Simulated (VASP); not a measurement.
# Ga (I4_1/amd) in VASP: a series of runs

Runs on Ga. Level: PBE. Tasks: single point.

All numbers are computed with VASP 6.6.1; they aren't measurements. Logs are shortened: lines on timing, memory, paths and dates and some standing lists are left out, and cuts for length are marked.

### Step 1. The cell of the first run

It takes space group I4_1/amd (No. 141, tetragonal). The conventional cell has a = 5.307 Å, b = 5.307 Å, c = 2.790 Å, α = 90.00°, β = 90.00°, γ = 90.00°. Ga (site symmetry -4m2) has 10 Ga at 2.74 to 3.38 Å within 3.6 Å.

### Step 2. Single point, PBE

Contents of INCAR:

```
ALGO = Normal ; EDIFF = 1E-7
ENCUT = 520 ; GGA = PE
ISIF = 2 ; ISMEAR = -1
LASPH = T ; LCHARG = F
LREAL = F ; LWAVE = F
NBANDS = 20 ; NELM = 100
PREC = Accurate ; SIGMA = 0.08
```

Contents of KPOINTS:

```
k-points
0
Gamma
  17 17 17
```

Contents of POSCAR:

```
Ga
1.0
   -2.6537042171      2.6537042171      1.3948755117
    2.6537042171     -2.6537042171      1.3948755117
    2.6537042171      2.6537042171     -1.3948755117
Ga
2
Direct
   -0.3750000000     -0.1250000000     -0.2500000000
    0.3750000000      0.1250000000      0.2500000000
```

Potentials or basis: VASP PAW PBE potentials, release 64 (Ga_d).

Launch:

```sh
$ cat potpaw_PBE.64/Ga_d/POTCAR > POTCAR
$ mpirun -np 1 vasp_std > vasp.out
```

OUTCAR:

```text
EDIFF = 1E-7
   ENCUT = 520
   GGA = PE
   ISIF = 2
   ISMEAR = -1
   LASPH = T
   LREAL = F
   NELM = 100
   PREC = Accurate

 ion  position               nearest neighbor table
   1  0.625  0.875  0.750-   2 2.74   2 2.74   2 2.74   2 2.74
   2  0.375  0.125  0.250-   1 2.74   1 2.74   1 2.74   1 2.74

  LATTYP: Found a body centered tetragonal cell.
 ALAT       =     5.3074084342
 C/A-ratio  =     0.5256333779

  Lattice vectors:

 A1 = (  -2.6537042171,   2.6537042171,   1.3948755117)
 A2 = (   2.6537042171,  -2.6537042171,   1.3948755117)
 A3 = (   2.6537042171,   2.6537042171,  -1.3948755117)

Analysis of symmetry for initial positions (statically):
=====================================================================
 Subroutine PRICEL returns:
 Original cell was already a primitive cell.

 Routine SETGRP: Setting up the symmetry group for a
 body centered tetragonal supercell.

 Subroutine GETGRP returns: Found 16 space group operations
 (whereof  4 operations were pure point group operations)
 out of a pool of 16 trial point group operations.

The static configuration has the point symmetry C_2h.
 The point group associated with its full space group is D_4h.

Analysis of symmetry for dynamics (positions and initial velocities):
=====================================================================
 Subroutine PRICEL returns:
 Original cell was already a primitive cell.

 Routine SETGRP: Setting up the symmetry group for a
 body centered tetragonal supercell.

 Subroutine GETGRP returns: Found 16 space group operations
 (whereof  4 operations were pure point group operations)
 out of a pool of 16 trial point group operations.

The dynamic configuration has the point symmetry C_2h.
 The point group associated with its full space group is D_4h.

 Subroutine INISYM returns: Found 16 space group operations
 (whereof  4 operations are pure point group operations),
 and found     1 'primitive' translations

----------------------------------------------------------------------------------------

                                     Primitive cell

  volume of cell :      39.2917

  direct lattice vectors                    reciprocal lattice vectors
    -2.653704217  2.653704217  1.394875512     0.000000000  0.188415874  0.358454927
[... 75 lines left out ...]
   NGXF,Y,Z  is equivalent  to a cutoff of  24.91, 24.91, 24.91 a.u.
 SYSTEM =  unknown system
   PREC   = accura    normal or accurate (medium, high low for compatibility)
   ISTART =      0    job   : 0-new  1-cont  2-samecut
   ICHARG =      2    charge: 1-file 2-atom 10-const
   ISPIN  =      1    spin polarized calculation?
   LNONCOLLINEAR =      F non collinear calculations
   LSORBIT =      F    spin-orbit coupling
   LASPH  =      T    aspherical Exc in radial PAW
   ENCUT  =  520.0 eV  38.22 Ry    6.18 a.u.   7.44  7.44  7.44*2*pi/ulx,y,z
   NELM   =    100;   NELMIN=  2; NELMDL= -5     # of ELM steps
   EDIFF  = 0.1E-06   stopping-criterion for ELM
   LREAL  =      F    real-space projection
   EDIFFG = 0.1E-05   stopping-criterion for IOM
   NSW    =      0    number of steps for IOM
   IBRION =     -1    ionic relax: 0-MD 1-quasi-New 2-CG
   NFREE  =      0    steps in history (QN), initial steepest desc. (CG)
   ISIF   =      2    stress and relaxation
   ISYM   =      2    0-nonsym 1-usesym 2-fastsym
   POTIM  = 0.5000    time-step for ionic-motion
   TEBEG  =    0.0;   TEEND  =   0.0 temperature during run
   PSTRESS=    0.0 pullay stress
   NELECT =      26.0000    total number of electrons
   NUPDOWN=      -1.0000    fix difference up-down
   EMIN   =  10.00;   EMAX   =-10.00  energy-range for DOS
   EFERMI =   0.00;   METHOD = LEGACY
   ISMEAR =    -1;   SIGMA  =   0.08  broadening in eV -4-tet -1-fermi 0-gaus
   EFERMI_NEDOS =   21; number of points for ismear=-14 and -15
   IALGO  =     38    algorithm
   IMIX   =      4    mixing-type and parameters
     AMIX     =   0.40;   BMIX     =  1.00
     AMIX_MAG =   1.60;   BMIX_MAG =  1.00
  volume/ion in A,a.u.               =      19.65       132.58
  Fermi-wavevector in a.u.,A,eV,Ry     =   1.426590  2.695864 27.690013  2.035159
  Thomas-Fermi vector in A             =   2.546851
   LORBIT       =      0    0 simple, 1 ext, 2 COOP (PROOUT), +10 PAW based schemes
   GGA     = PE    functional components
   LHFCALC =     F    Hartree Fock is set to
   AEXX    =    0.0000 exact exchange contribution
   IVDW    =     0    specifies the selected vdW correction
   LEPSILON=     F    determine dielectric tensor
   LRPA    =     F    only Hartree local field effects (RPA)
 non-spin polarized calculation
  energy-cutoff  :      520.00
  volume of cell :       39.29
 maximum number of plane-waves:      1080
 NGX is ok and might be reduce to    30
   NGX = 15   NGY = 15   NGZ = 15

 number of electron      26.0000001 magnetization

 Free energy of the ion-electron system (eV)
  ---------------------------------------------------
  ext. energy  EPLUGINS =         0.00000000
  ---------------------------------------------------
  free energy    TOTEN  =        -5.70753168 eV

  energy without entropy =       -5.68763489  energy(sigma->0) =       -5.69758328

 E-fermi :   5.0327     XC(G=0): -10.7704

 val. band max:        5.0274199432   @ k =  -0.2941  -0.4118   0.1176
 cond. band min:       5.0339806129   @ k =  -0.1765   0.4706   0.1765
 fundamental gap:      0.0065606697
 Fermi energy:         5.0326552831

 k-point     1 :       0.0000    0.0000    0.0000
  band No.  band energies     occupation
      1     -10.0386      2.00000
      2      -9.9657      2.00000
      3      -9.9531      2.00000
      4      -9.9415      2.00000
      5      -9.6778      2.00000
      6      -9.6778      2.00000
[... 541 lines left out ...]
     19      15.6626      0.00000
     20      18.4053      0.00000

 [... further k-points ...]
[... 5 lines left out ...]
  --------------------------------------------------------------------------------------
  -------------------------------------------------------------------------------------
  Total        0.0224976      0.0224976      0.0374761     -0.0000000      0.0000000      0.0000000
  in kB        0.9173754      0.9173754      1.5281439     -0.0000000      0.0000000      0.0000000
  external PRESSURE =       1.1209649 kB  Pullay stress =       0.0000000 kB

 VOLUME and BASIS-vectors are now :
 -----------------------------------------------------------------------------
  energy-cutoff  :      520.00
  volume of cell :       39.29
      direct lattice vectors                 reciprocal lattice vectors
    -2.653704217  2.653704217  1.394875512     0.000000000  0.188415874  0.358454927
     2.653704217 -2.653704217  1.394875512     0.188415874  0.000000000  0.358454927
     2.653704217  2.653704217 -1.394875512     0.188415874  0.188415874  0.000000000

 POSITION                                       TOTAL-FORCE (eV/Angst)
 -----------------------------------------------------------------------------------
      2.65370      1.32685      1.04616         0.000000     -0.000000     -0.000000
     -0.00000      1.32685      0.34872        -0.000000      0.000000      0.000000
 -----------------------------------------------------------------------------------
    total drift:                                0.000000     -0.000000      0.000000

  FREE ENERGIE OF THE ION-ELECTRON SYSTEM (eV)
  ---------------------------------------------------
  free  energy   TOTEN  =        -5.7075316763 eV

  energy  without entropy=       -5.6876348891  energy(sigma->0) =       -5.69758328
```

stdout:

```text
POSCAR found type information on POSCAR Ga
 POSCAR found :  1 types and       2 ions
 scaLAPACK will be used
 LDA part: xc-table for (Slater+PW92), standard interpolation
 POSCAR, INCAR and KPOINTS ok, starting setup
 FFT: planning ... GRIDC
 FFT: planning ... GRID_SOFT
 FFT: planning ... GRID
 WAVECAR not read
 entering main loop
```

It took 6.1 min on 1 thread of Intel Xeon Platinum 8259CL at 2.50GHz (Skylake/Cascade Lake), shared host; peak memory 0.36 GiB.

What came out:

* Free energy: -5.7075 eV
* Pressure: 0.1 GPa
* Band gap on the k mesh: zero (bands 13 and 14 overlap by 6.75 eV)

### Step 3. Single point, PBE (19.65 Å³/atom)

Contents of INCAR:

```
SYSTEM = Ga
PREC = Accurate
ENCUT = 520
EDIFF = 1E-6
ISMEAR = -1
SIGMA = 0.08
LREAL = .FALSE.
LASPH = .TRUE.
NELM = 60
ALGO = Normal
ISIF = 2
LWAVE = .FALSE.
LCHARG = .FALSE.
GGA = PE
NBANDS = 20
```

Contents of KPOINTS:

```
regular mesh
0
G
  17 17 17
  0 0 0
```

POSCAR is that of step 2.

Potentials or basis: VASP PAW PBE potentials, release 64 (Ga_d).

Launch:

```sh
$ cat potpaw_PBE.64/Ga_d/POTCAR > POTCAR
$ mpirun -np 1 vasp_std > vasp.out
```

Wall time 4.9 min (1 thread of Intel Xeon Platinum 8259CL at 2.50GHz (Skylake/Cascade Lake), shared host); peak memory 0.36 GiB.

The run converged. Its results:

```
Free energy            : -5.7075 eV
Pressure               : 0.1 GPa
Band gap on the k mesh : zero (bands 13 and 14 overlap by 6.75 eV)
```

Levels at points of the mesh, in eV from the Fermi level:
| k point | band 10 | band 11 | band 12 | band 13 | band 14 | band 15 | band 16 | band 17 |
| --- | --- | --- | --- | --- | --- | --- | --- | --- |
| (0.00, 0.00, 0.00) | -14.53 | -10.71 | -1.10 | -0.43 | -0.43 | 4.35 | 9.50 | 9.50 |
